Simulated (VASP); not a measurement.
Here is a VASP 6.6.1 calculation.

INCAR

```
SYSTEM = LiF
PREC = Accurate
ENCUT = 520
EDIFF = 1E-6
ISMEAR = 0
SIGMA = 0.05
LREAL = .FALSE.
LASPH = .TRUE.
NELM = 80
ALGO = Normal
ISIF = 2
LWAVE = .FALSE.
LCHARG = .TRUE.
GGA = PE
LELF = .TRUE.
LVHAR = .TRUE.
NBANDS = 18
```

File KPOINTS:

```
Automatic mesh
0
G
  9 9 6
  0 0 0
```

Contents of POSCAR:

```
LiF
1.0
    3.0932795901      0.0000000000      0.0000000000
   -1.5466397950      2.6788587060      0.0000000000
    0.0000000000      0.0000000000      5.0058543606
Li F
2 2
Direct
    0.3333333333      0.6666666667      0.4014716674
    0.6666666667      0.3333333333      0.9014716674
    0.3333333333      0.6666666667      0.9939266766
    0.6666666667      0.3333333333      0.4939266766
```

Potentials or basis: VASP PAW PBE potentials, release 64 (Li_sv, F).

Launch:

```console
$ cat potpaw_PBE.64/Li_sv/POTCAR potpaw_PBE.64/F/POTCAR > POTCAR
$ mpirun -np 1 vasp_std > vasp.out
```

Problem. Estimate the band gap on the k mesh.

Solution. 7.52 eV.

Problem. Estimate the largest force.

Solution. 0.256 eV/Å.

Forces on the atoms (eV/Å):
```
Li   0.000  0.000 -0.256
Li   0.000  0.000 -0.256
F    0.000  0.000  0.256
F    0.000  0.000  0.256
```

Caveat: an odd mesh through Γ misses points on the zone boundary, where band edges can lie.
